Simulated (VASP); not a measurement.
# Ta2N (P-3m1) in VASP: a series of runs

The runs below take Ta2N through single point, with PBEsol.

Program: VASP 6.6.1. These are calculated values, not measurements. Logs are shortened: lines on timing, memory, paths and dates and some standing lists are left out, and cuts for length are marked.

### Step 1. The cell of the first run

Symmetry: P-3m1, No. 164, trigonal system. The conventional cell has a = 3.055 Å, b = 3.055 Å, c = 4.507 Å, α = 90.00°, β = 90.00°, γ = 120.00°. Ta (site symmetry 3m) has 3 N at 2.10 Å and 6 Ta at 2.84 to 2.89 Å within 2.9 Å. Within 2.8 Å of N (site symmetry -3m) lie 6 Ta at 2.10 Å.

### Step 2. Single point, PBEsol (12.14 Å³/atom)

INCAR

```
SYSTEM = Ta2N
PREC     = Accurate       ! precision mode
ENCUT    = 520            ! plane-wave cutoff, eV
EDIFF    = 1E-6           ! SCF threshold, eV
ISMEAR   = 0              ! smearing method
SIGMA    = 0.15           ! smearing width, eV
LREAL    = .False.        ! projectors in reciprocal space
LASPH    = .True.         ! aspherical terms in the spheres
NELM     = 100            ! most SCF steps
ALGO     = Normal         ! electronic algorithm
ISIF     = 2              ! what is computed and relaxed
LWAVE    = .False.        ! write WAVECAR
LCHARG   = .False.        ! write CHGCAR
GGA      = PS             ! functional
NBANDS   = 20             ! bands
```

KPOINTS

```
Automatic mesh
0
Gamma
  18 18 10
  0 0 0
```

POSCAR

```
Ta2N
1.0
    3.0546855479      0.0000000000      0.0000000000
   -1.5273427740      2.6454352851      0.0000000000
    0.0000000000      0.0000000000      4.5068830574
Ta N
2 1
Direct
    0.6666666667      0.3333333333      0.7463700642
    0.3333333333      0.6666666667      0.2536299358
    0.0000000000      0.0000000000      0.0000000000
```

Potentials or basis: VASP PAW PBE potentials, release 64 (Ta_pv, N).

Command:

```console
$ cat potpaw_PBE.64/Ta_pv/POTCAR potpaw_PBE.64/N/POTCAR > POTCAR
$ mpirun -np 1 vasp_std > vasp.out
```

OUTCAR:

```text
SYSTEM = Ta2N
   PREC = Accurate
   ENCUT = 520
   EDIFF = 1E-6
   ISMEAR = 0
   LREAL = .False.
   LASPH = .True.
   NELM = 100
   ISIF = 2
   GGA = PS

 ion  position               nearest neighbor table
   1  0.667  0.333  0.746-   3 2.10   3 2.10   3 2.10   2 2.84   2 2.84   2 2.84   2 2.89   2 2.89
                             2 2.89
   2  0.333  0.667  0.254-   3 2.10   3 2.10   3 2.10   1 2.84   1 2.84   1 2.84   1 2.89   1 2.89
                             1 2.89
   3  0.000  0.000  0.000-   1 2.10   2 2.10   1 2.10   2 2.10   1 2.10   2 2.10

  LATTYP: Found a hexagonal cell.
 ALAT       =     3.0546855479
 C/A-ratio  =     1.4754000000

  Lattice vectors:

 A1 = (   3.0546855479,   0.0000000000,   0.0000000000)
 A2 = (  -1.5273427740,   2.6454352851,   0.0000000000)
 A3 = (   0.0000000000,   0.0000000000,   4.5068830574)

Analysis of symmetry for initial positions (statically):
=====================================================================
 Subroutine PRICEL returns:
 Original cell was already a primitive cell.

 Routine SETGRP: Setting up the symmetry group for a
 hexagonal supercell.

 Subroutine GETGRP returns: Found 12 space group operations
 (whereof 12 operations were pure point group operations)
 out of a pool of 24 trial point group operations.

The static configuration has the point symmetry D_3d.

Analysis of symmetry for dynamics (positions and initial velocities):
=====================================================================
 Subroutine PRICEL returns:
 Original cell was already a primitive cell.

 Routine SETGRP: Setting up the symmetry group for a
 hexagonal supercell.

 Subroutine GETGRP returns: Found 12 space group operations
 (whereof 12 operations were pure point group operations)
 out of a pool of 24 trial point group operations.

The dynamic configuration has the point symmetry D_3d.

 Subroutine INISYM returns: Found 12 space group operations
 (whereof 12 operations are pure point group operations),
 and found     1 'primitive' translations

----------------------------------------------------------------------------------------

                                     Primitive cell

  volume of cell :      36.4200

  direct lattice vectors                    reciprocal lattice vectors
     3.054685548  0.000000000  0.000000000     0.327365938  0.189004812  0.000000000
    -1.527342774  2.645435285  0.000000000     0.000000000  0.378009625  0.000000000
     0.000000000  0.000000000  4.506883057     0.000000000  0.000000000  0.221882837

  length of vectors
     3.054685548  3.054685548  4.506883057     0.378009625  0.378009625  0.221882837

  position of ions in fractional coordinates (direct lattice)
     0.666666667  0.333333333  0.746370064
     0.333333333  0.666666667  0.253629936
     0.000000000  0.000000000  0.000000000

  ion indices of the primitive-cell ions
   primitive index   ion index
                 1           1
                 2           2
                 3           3

----------------------------------------------------------------------------------------

 KPOINTS: Automatic mesh

Automatic generation of k-mesh.
 Grid dimensions read from file:
 generate k-points for:   18   18   10

 Generating k-lattice:

  Cartesian coordinates                     Fractional coordinates (reciprocal lattice)
     0.018186997  0.010500267  0.000000000     0.055555556  0.000000000  0.000000000
     0.000000000  0.021000535  0.000000000     0.000000000  0.055555556  0.000000000
     0.000000000  0.000000000  0.022188284     0.000000000  0.000000000  0.100000000

  Length of vectors
     0.021000535  0.021000535  0.022188284

  Shift w.r.t. Gamma in fractional coordinates (k-lattice)
     0.000000000  0.000000000  0.000000000

 Subroutine IBZKPT returns following result:
 ===========================================

 Found    330 irreducible k-points:

 Following reciprocal coordinates:
            Coordinates               Weight
  0.000000  0.000000  0.000000      1.000000
  0.055556 -0.000000  0.000000      6.000000
  0.111111 -0.000000  0.000000      6.000000
  0.166667 -0.000000  0.000000      6.000000
  0.222222 -0.000000  0.000000      6.000000
  0.277778 -0.000000  0.000000      6.000000
[... 16 lines left out ...]
  0.333333  0.111111  0.000000     12.000000
  0.388889  0.111111  0.000000     12.000000
 [... further k-points ...]
   k-points           NKPTS =    330   k-points in BZ     NKDIM =    330   number of bands    NBANDS=     20
   number of dos      NEDOS =    301   number of ions     NIONS =      3
   total plane-waves  NPLWV =  20736
   dimension x,y,z NGX =    24 NGY =   24 NGZ =   36
   dimension x,y,z NGXF=    48 NGYF=   48 NGZF=   72
   ions per type =               2   1
   NGX,Y,Z   is equivalent  to a cutoff of  13.06, 13.06, 13.28 a.u.
   NGXF,Y,Z  is equivalent  to a cutoff of  26.12, 26.12, 26.56 a.u.
 SYSTEM =  Ta2N
   PREC   = accura    normal or accurate (medium, high low for compatibility)
   ISTART =      0    job   : 0-new  1-cont  2-samecut
   ICHARG =      2    charge: 1-file 2-atom 10-const
   ISPIN  =      1    spin polarized calculation?
   LNONCOLLINEAR =      F non collinear calculations
   LSORBIT =      F    spin-orbit coupling
   LASPH  =      T    aspherical Exc in radial PAW
   ENCUT  =  520.0 eV  38.22 Ry    6.18 a.u.   5.68  5.68  8.38*2*pi/ulx,y,z
   NELM   =    100;   NELMIN=  2; NELMDL= -5     # of ELM steps
   EDIFF  = 0.1E-05   stopping-criterion for ELM
   LREAL  =      F    real-space projection
[... 7 lines left out ...]
   TEBEG  =    0.0;   TEEND  =   0.0 temperature during run
   PSTRESS=    0.0 pullay stress
   NELECT =      27.0000    total number of electrons
   NUPDOWN=      -1.0000    fix difference up-down
   EMIN   =  10.00;   EMAX   =-10.00  energy-range for DOS
   EFERMI =   0.00;   METHOD = LEGACY
   ISMEAR =     0;   SIGMA  =   0.15  broadening in eV -4-tet -1-fermi 0-gaus
   EFERMI_NEDOS =   21; number of points for ismear=-14 and -15
   IALGO  =     38    algorithm
   IMIX   =      4    mixing-type and parameters
     AMIX     =   0.40;   BMIX     =  1.00
     AMIX_MAG =   1.60;   BMIX_MAG =  1.00
  volume/ion in A,a.u.               =      12.14        81.92
  Fermi-wavevector in a.u.,A,eV,Ry     =   1.481663  2.799937 29.869214  2.195325
  Thomas-Fermi vector in A             =   2.595545
   LORBIT       =      0    0 simple, 1 ext, 2 COOP (PROOUT), +10 PAW based schemes
   GGA     = PS    functional components
   LHFCALC =     F    Hartree Fock is set to
   AEXX    =    0.0000 exact exchange contribution
   IVDW    =     0    specifies the selected vdW correction
   LEPSILON=     F    determine dielectric tensor
   LRPA    =     F    only Hartree local field effects (RPA)
 non-spin polarized calculation
 Gauss-broadening in eV      SIGMA  =   0.15
  energy-cutoff  :      520.00
  volume of cell :       36.42
 maximum number of plane-waves:      1000
 NGX is ok and might be reduce to    24
   NGX = 11   NGY = 11   NGZ = 17

 number of electron      27.0000004 magnetization

 Free energy of the ion-electron system (eV)
  ---------------------------------------------------
  ext. energy  EPLUGINS =         0.00000000
  ---------------------------------------------------
  free energy    TOTEN  =       -36.12643888 eV

  energy without entropy =      -36.11566815  energy(sigma->0) =      -36.12105351

 E-fermi :   8.3488     XC(G=0): -13.5871

 val. band max:        8.3429083139   @ k =   0.2778  -0.0000   0.5000
 cond. band min:       8.3559342852   @ k =   0.1667   0.0556   0.2000
 fundamental gap:      0.0130259712
 Fermi energy:         8.3487903049

 k-point     1 :       0.0000    0.0000    0.0000
  band No.  band energies     occupation
      1     -27.3212      2.00000
      2     -26.2715      2.00000
      3     -26.2715      2.00000
      4     -26.0320      2.00000
      5     -26.0320      2.00000
      6     -25.7489      2.00000
[... 12 lines left out ...]
     19       9.7622      0.00000
     20      14.4205      0.00000

 k-point     2 :       0.0556   -0.0000    0.0000
  band No.  band energies     occupation
      1     -27.3077      2.00000
      2     -26.2957      2.00000
      3     -26.2819      2.00000
      4     -26.0569      2.00000
      5     -26.0321      2.00000
      6     -25.7560      2.00000
[... 12 lines left out ...]
     19      10.0044      0.00000
     20      14.4898      0.00000

 k-point     3 :       0.1111   -0.0000    0.0000
  band No.  band energies     occupation
      1     -27.2677      2.00000
      2     -26.3660      2.00000
      3     -26.3106      2.00000
      4     -26.1269      2.00000
      5     -26.0334      2.00000
      6     -25.7775      2.00000
[... 12 lines left out ...]
     19      10.7605      0.00000
     20      14.5333      0.00000

 k-point     4 :       0.1667   -0.0000    0.0000
  band No.  band energies     occupation
      1     -27.2038      2.00000
      2     -26.4747      2.00000
      3     -26.3519      2.00000
      4     -26.2291      2.00000
      5     -26.0378      2.00000
      6     -25.8134      2.00000
[... 12 lines left out ...]
     19      11.8527      0.00000
     20      14.3629      0.00000

 k-point     5 :       0.2222   -0.0000    0.0000
  band No.  band energies     occupation
      1     -27.1203      2.00000
      2     -26.6085      2.00000
      3     -26.3997      2.00000
      4     -26.3474      2.00000
      5     -26.0459      2.00000
      6     -25.8635      2.00000
[... 12 lines left out ...]
     19      12.8986      0.00000
     20      14.1224      0.00000

 k-point     6 :       0.2778   -0.0000    0.0000
  band No.  band energies     occupation
      1     -27.0249      2.00000
      2     -26.7480      2.00000
      3     -26.4662      2.00000
      4     -26.4480      2.00000
      5     -26.0567      2.00000
      6     -25.9266      2.00000
[... 12 lines left out ...]
     19      13.4821      0.00000
     20      14.3350      0.00000

 k-point     7 :       0.3333   -0.0000    0.0000
  band No.  band energies     occupation
      1     -26.9541      2.00000
      2     -26.8458      2.00000
      3     -26.5726      2.00000
      4     -26.4915      2.00000
      5     -26.0685      2.00000
      6     -25.9998      2.00000
[... 12 lines left out ...]
     19      13.5040      0.00000
     20      14.7301      0.00000
[... 277 lines left out ...]
 k-point    20 :       0.1667    0.1111    0.0000
  band No.  band energies     occupation
      1     -27.0859      2.00000
      2     -26.6057      2.00000
      3     -26.5401      2.00000
      4     -26.2890      2.00000
      5     -26.0869      2.00000
      6     -25.8847      2.00000
[... 12 lines left out ...]
     19      13.2623      0.00000
     20      14.0618      0.00000

 k-point    21 :       0.2222    0.1111    0.0000
  band No.  band energies     occupation
      1     -26.9940      2.00000
      2     -26.7411      2.00000
      3     -26.6028      2.00000
      4     -26.3668      2.00000
      5     -26.1075      2.00000
      6     -25.9475      2.00000
[... 12 lines left out ...]
     19      13.7660      0.00000
     20      14.3086      0.00000

 k-point    22 :       0.2778    0.1111    0.0000
  band No.  band energies     occupation
      1     -26.9359      2.00000
      2     -26.8248      2.00000
      3     -26.6516      2.00000
      4     -26.4478      2.00000
      5     -26.1255      2.00000
      6     -26.0206      2.00000
[... 12 lines left out ...]
     19      13.8904      0.00000
     20      14.4035      0.00000

 k-point    23 :       0.3333    0.1111    0.0000
  band No.  band energies     occupation
      1     -27.0039      2.00000
      2     -26.7599      2.00000
      3     -26.6821      2.00000
      4     -26.5197      2.00000
      5     -26.1403      2.00000
      6     -26.0977      2.00000
[... 12 lines left out ...]
     19      13.8874      0.00000
     20      14.1358      0.00000

 k-point    24 :       0.3889    0.1111    0.0000
  band No.  band energies     occupation
      1     -27.0664      2.00000
      2     -26.7128      2.00000
      3     -26.6653      2.00000
      4     -26.5712      2.00000
      5     -26.1678      2.00000
      6     -26.1474      2.00000
[... 12 lines left out ...]
     19      13.6529      0.00000
     20      14.1776      0.00000

 [... further k-points ...]

------------------------ aborting loop because EDIFF is reached ----------------------------------------

  FORCE on cell =-STRESS in cart. coord.  units (eV):
  Direction    XX          YY          ZZ          XY          YZ          ZX
  --------------------------------------------------------------------------------------
  -------------------------------------------------------------------------------------
  Total        5.8548589      5.8548589      9.8158795     -0.0000000      0.0000000     -0.0000000
  in kB      257.5651329    257.5651329    431.8171208     -0.0000000      0.0000000     -0.0000000
  external PRESSURE =     315.6491289 kB  Pullay stress =       0.0000000 kB

 VOLUME and BASIS-vectors are now :
 -----------------------------------------------------------------------------
  energy-cutoff  :      520.00
  volume of cell :       36.42
      direct lattice vectors                 reciprocal lattice vectors
     3.054685548  0.000000000  0.000000000     0.327365938  0.189004812  0.000000000
    -1.527342774  2.645435285  0.000000000     0.000000000  0.378009625  0.000000000
     0.000000000  0.000000000  4.506883057     0.000000000  0.000000000  0.221882837

 POSITION                                       TOTAL-FORCE (eV/Angst)
 -----------------------------------------------------------------------------------
      1.52734      0.88181      3.36380         0.000000      0.000000     -0.166169
     -0.00000      1.76362      1.14308        -0.000000     -0.000000      0.166169
      0.00000      0.00000      0.00000         0.000000      0.000000      0.000000
 -----------------------------------------------------------------------------------
    total drift:                                0.000000     -0.000000      0.000000

  FREE ENERGIE OF THE ION-ELECTRON SYSTEM (eV)
  ---------------------------------------------------
  free  energy   TOTEN  =       -36.1264388802 eV

  energy  without entropy=      -36.1156681495  energy(sigma->0) =      -36.12105351
```

It took 4.1 min on 1 thread of Intel Xeon 8259CL, shared host; peak memory 0.33 GiB.

What came out:

| Quantity | Value |
| --- | --- |
| Free energy | -36.1264 eV |
| Pressure | 31.6 GPa |
| Largest force | 0.166 eV/Å |
| Band gap on the k mesh | zero (an odd number of electrons rules out a gap without spin polarisation) |

Forces in eV/Å, atoms in the order of the input:
```
Ta   0.000  0.000 -0.166
Ta   0.000  0.000  0.166
N    0.000  0.000  0.000
```

Caveat: the cell stands under pressure; the PAW data sets were made with another functional, which shifts forces and pressure a little; spin-orbit coupling is left out, which moves the levels of the heavy elements.

### Step 3. Single point, PBEsol (12.14 Å³/atom)

INCAR

```
PREC = Accurate ; ENCUT = 520
EDIFF = 1E-7 ; ISMEAR = 0
SIGMA = 0.15 ; LREAL = F
LASPH = T ; NELM = 60
ALGO = Normal ; ISIF = 2
LWAVE = F ; LCHARG = F
GGA = PS ; NBANDS = 20
```

KPOINTS

```
Automatic mesh
0
Gamma
  18 18 10
```

POSCAR

```
Ta2N
1.0
    2.8759668202      0.0000000000      0.0000000000
   -1.4379834101      2.4906603267      0.0000000000
    0.0000000000      0.0000000000      5.0844217414
Ta N
2 1
Direct
    0.6666666667      0.3333333333      0.7463700642
    0.3333333333      0.6666666667      0.2536299358
    0.0000000000      0.0000000000      0.0000000000
```

Potentials or basis: VASP PAW PBE potentials, release 64 (Ta_pv, N).

Command:

```console
$ cat potpaw_PBE.64/Ta_pv/POTCAR potpaw_PBE.64/N/POTCAR > POTCAR
$ mpirun -np 1 vasp_std > vasp.out
```

It took 5.1 min on 1 thread of Intel Xeon 8259CL, shared host; peak memory 0.34 GiB.

It converged, with:

- Free energy: -35.9255 eV
- Pressure: 33.0 GPa
- Largest force: 1.762 eV/Å
- Band gap on the k mesh: zero (an odd number of electrons rules out a gap without spin polarisation)

Forces in eV/Å, atoms in the order of the input:
```
Ta   0.000  0.000 -1.762
Ta   0.000  0.000  1.762
N    0.000  0.000  0.000
```

Stress tensor (GPa, compression positive):
```
43.16  0.00  0.00
 0.00 43.16  0.00
 0.00  0.00 12.73
```

Levels at points of the mesh, in eV from the Fermi level:
```csv
k point,band 11,band 12,band 13,band 14,band 15,band 16
"(0.00, 0.00, 0.00)",-5.03,-1.78,-0.14,-0.14,0.23,1.50
"(0.50, 0.00, 0.00)",-5.11,-2.23,-0.83,0.57,3.51,4.38
"(0.00, 0.00, 0.50)",-3.86,-2.99,-0.65,-0.65,1.37,2.60
"(0.50, 0.00, 0.50)",-4.08,-1.86,-1.71,-0.56,1.54,4.92
```

Caveat: the cell stands under pressure; the PAW data sets were made with another functional, which shifts forces and pressure a little; spin-orbit coupling is left out, which moves the levels of the heavy elements.

### Step 4. Single point, PBEsol (12.14 Å³/atom)

INCAR

```
ALGO = Normal ; EDIFF = 1E-6
ENCUT = 520 ; GGA = PS
ISIF = 2 ; ISMEAR = 0
LASPH = True ; LCHARG = False
LREAL = False ; LWAVE = False
NBANDS = 20 ; NELM = 100
PREC = Accurate ; SIGMA = 0.15
```

KPOINTS

```
k-points
0
Gamma
  18 18 10
```

POSCAR

```
Ta2N
1.0
    2.9939032464      0.0000000000      0.0000000000
   -1.4969516232      2.5927962678      0.0000000000
    0.0000000000      0.0000000000      4.6917383836
Ta N
2 1
Direct
    0.6666666667      0.3333333333      0.7463700642
    0.3333333333      0.6666666667      0.2536299358
    0.0000000000      0.0000000000      0.0000000000
```

Command:

```console
$ cat potpaw_PBE.64/Ta_pv/POTCAR potpaw_PBE.64/N/POTCAR > POTCAR
$ mpirun -np 1 vasp_std > vasp.out
```

Wall time 4 min (1 thread of Intel Xeon 8259CL, shared host); peak memory 0.33 GiB.

It converged, with:

```
Free energy            : -36.2044 eV
Pressure               : 31.2 GPa
Largest force          : 0.734 eV/Å
Band gap on the k mesh : zero (an odd number of electrons rules out a gap without spin polarisation)
```

Forces in eV/Å, atoms in the order of the input:
```
Ta   0.000  0.000 -0.734
Ta   0.000  0.000  0.734
N    0.000  0.000  0.000
```

Levels at points of the mesh, in eV from the Fermi level:
```
           k point  band 9  band 10  band 11  band 12  band 13  band 14  band 15  band 16  band 17  band 18
(0.00, 0.00, 0.00)   -6.69    -6.69    -4.80    -0.79    -0.28    -0.28     0.32     0.32     0.38     1.39
(0.50, 0.00, 0.00)   -7.03    -6.98    -5.18    -2.69    -1.23     2.09     2.27     4.36     4.69     5.05
(0.00, 0.00, 0.50)   -6.90    -6.90    -3.11    -2.66    -1.30    -1.30     2.07     2.60     2.65     2.65
(0.50, 0.00, 0.50)   -7.27    -6.64    -3.72    -2.11    -2.04    -0.21     0.91     3.87     4.10     4.75
```

Caveat: the cell stands under pressure; the PAW data sets were made with another functional, which shifts forces and pressure a little; spin-orbit coupling is left out, which moves the levels of the heavy elements.

### Step 5. Overview

| cell | gap on the mesh (eV) | pressure (GPa) | largest force (eV/Å) |
| --- | --- | --- | --- |
| a = 3.055, b = 3.055, c = 4.507 Å, angles 90.0, 90.0, 120.0°, 3 atoms | none | 31.6 | 0.17 |
| a = 2.876, b = 2.876, c = 5.084 Å, angles 90.0, 90.0, 120.0°, 3 atoms | none | 33.0 | 1.76 |
| a = 2.994, b = 2.994, c = 4.692 Å, angles 90.0, 90.0, 120.0°, 3 atoms | none | 31.2 | 0.73 |

Alike in all rows: task single point; level PBEsol; potentials or basis VASP PAW PBE potentials, release 64 (Ta_pv, N); no spin polarisation; k mesh 18 × 18 × 10; cutoff (eV) 520; smearing gaussian 0.15 eV.

Caveats: the cell stands under pressure; the PAW data sets were made with another functional, which shifts forces and pressure a little; spin-orbit coupling is left out, which moves the levels of the heavy elements.

Absolute energies hang on the potentials; compare differences alone.
